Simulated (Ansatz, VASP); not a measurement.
**One calculation of Al2O3, two programs**

```
CELL_PARAMETERS angstrom
2.37908 1.37356 4.32990
-2.37908 1.37356 4.32990
0.00000 -2.74712 4.32990
ATOMIC_POSITIONS crystal
Al 0.35229 0.35229 0.35229
Al 0.14771 0.14771 0.14771
Al 0.64771 0.64771 0.64771
Al 0.85229 0.85229 0.85229
O 0.55621 0.94379 0.25000
O 0.25000 0.55621 0.94379
O 0.94379 0.25000 0.55621
O 0.44379 0.05621 0.75000
O 0.75000 0.44379 0.05621
O 0.05621 0.75000 0.44379
```

Alike in both runs: task single point; functional LDA; k mesh 6 × 6 × 6; occupations gaussian, width 0.1 eV; no spin polarisation.

```csv
,VASP,Ansatz
version,VASP 6.6.1,Ansatz 0.2.0
potentials or method,"VASP PAW LDA potentials, release 64 (Al, O), cutoff 520 eV","scalar-relativistic, plane waves, PAW"
valence electrons in the cell,48,48
```

|  | VASP | Ansatz | Ansatz less VASP |
| --- | --- | --- | --- |
| gap on the k mesh at the Fermi level (eV) | 6.19 | 6.18 | -0.005 |
| least direct gap on the mesh (eV) | 6.19 | 6.18 | -0.005 |
| pressure (GPa) | -4.2 | -5.0 | -0.81 |
| traceless stress, the component that is largest in VASP (GPa) | -0.45 | -0.33 | +0.122 |
| rms of the force components (eV/Å) | 0.045 | 0.042 | -0.0029 |

Ansatz warns that its potentials were made for another functional, while VASP's fit it. LDA's correlation is that of Perdew and Zunger in VASP and of Perdew and Wang (1992) in Ansatz. Atom by atom the forces differ by 0.003 eV/Å (rms over components).
